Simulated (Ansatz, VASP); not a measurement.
Re in VASP and in Ansatz

File INCAR:

```
SYSTEM = Re
  ALGO = Normal
  EDIFF = 1E-8
  ENCUT = 520
  ISIF = 2
  ISMEAR = -1
  LASPH = .TRUE.
  LCHARG = .FALSE.
  LEFG = .TRUE.
  LREAL = .FALSE.
  LWAVE = .FALSE.
  NBANDS = 14
  NELM = 60
  PREC = Accurate
  SIGMA = 0.05
```

Contents of KPOINTS:

```
k-points
0
G
  14 14 8
  0 0 0
```

File POSCAR:

```
Re
1.0
    2.5941956526      0.0000000000      0.0000000000
   -1.2970978263      2.2466393375      0.0000000000
    0.0000000000      0.0000000000      4.1480801636
Re
2
Direct
    0.3333333333      0.6666666667      0.2500000000
    0.6666666667      0.3333333333      0.7500000000
```

Input for Ansatz:

```yaml
crystal:
  lattice:
    - [2.5941956526, 0.0, 0.0]
    - [-1.2970978263, 2.2466393375, 0.0]
    - [0.0, 0.0, 4.1480801636]
  atoms:
    - { symbol: Re, position: [0.3333333333, 0.6666666667, 0.25] }
    - { symbol: Re, position: [0.6666666667, 0.3333333333, 0.75] }
kpoints:
  mp_grid: { grid: [14, 14, 8] }
scf:
  occupations: { method: fermi_dirac, width: 0.05 }
hamiltonian:
  xc: lda
  pseudopotentials: { kind: all_electron, datasets: crystal }
output:
  forces: true
  stress: true
  eigenvalues: true
  efg: { contact_densities: true }
```

Change from the starting cell: volume scaled by 0.99, crystal datasets.

Alike in both runs: task electric field gradients; functional LDA; k mesh 14 × 14 × 8; occupations fermi-dirac, width 0.05 eV; no spin polarisation.

|  | VASP | Ansatz |
| --- | --- | --- |
| version | VASP 6.6.1 | Ansatz 0.2.0 |
| potentials or method | VASP PAW LDA potentials, release 64 (Re), cutoff 520 eV | all-electron PAW with datasets made for the crystal, scalar-relativistic |

|  | VASP | Ansatz | Ansatz less VASP |
| --- | --- | --- | --- |
| pressure (GPa) | 104.9 | 99.0 | -5.96 |
| traceless stress, the component that is largest in VASP (GPa) | 4.60 | 4.71 | +0.109 |
| size of Vzz on the site where it differs most (V/Å²) | 102.5 | 80.6 | -21.92 |

LDA's correlation is that of Perdew and Zunger in VASP and of Perdew and Wang (1992) in Ansatz. Both programs put the cell under a high pressure, so it lies far from rest at this level. Ansatz ran all-electron here, and VASP with PAW potentials.

Neither program's run includes spin-orbit coupling. Noted on VASP's run: the cell as given lies far from equilibrium.
